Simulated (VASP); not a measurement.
A run of VASP 6.6.1 is set up as follows.

Contents of INCAR:

```
PREC = Accurate ; ENCUT = 520
EDIFF = 1E-7 ; ISMEAR = 0
SIGMA = 0.1 ; LREAL = F
LASPH = T ; NELM = 80
ALGO = Normal ; ISIF = 2
LWAVE = F ; LCHARG = F
GGA = PE ; NBANDS = 38
```

The input KPOINTS:

```
Automatic mesh
0
Gamma
  3 3 6
```

The input POSCAR:

```
CdSn2O3
1.0
    6.1077999406      0.0000000000      0.0000000000
   -3.0538999703      5.2895099098      0.0000000000
    0.0000000000      0.0000000000      3.0727317149
Cd Sn O
1 2 3
Direct
    0.0000000000      0.0000000000      0.0000000000
    0.3333333333      0.6666666667      0.5000000000
    0.6666666667      0.3333333333      0.5000000000
    0.5000000000      0.0000000000      0.0000000000
    0.0000000000      0.5000000000      0.0000000000
    0.5000000000      0.5000000000      0.0000000000
```

Potentials or basis: VASP PAW PBE potentials, release 64 (Cd, Sn_d, O).

Run with:

```sh
$ cat potpaw_PBE.64/Cd/POTCAR potpaw_PBE.64/Sn_d/POTCAR potpaw_PBE.64/O/POTCAR > POTCAR
$ mpirun -np 1 vasp_std > vasp.out
```

**Question.** What does it give for the band gap on the k mesh?

**Answer.** Zero (bands 29 and 30 overlap by 1.38 eV).

**Question.** Estimate the pressure.

**Answer.** 0.1 GPa.

Caveat: the k points lie up to 0.40 Å⁻¹ apart, too coarse for converged energies and pressures of a metal; spin-orbit coupling is left out, which moves the levels of the heavy elements.
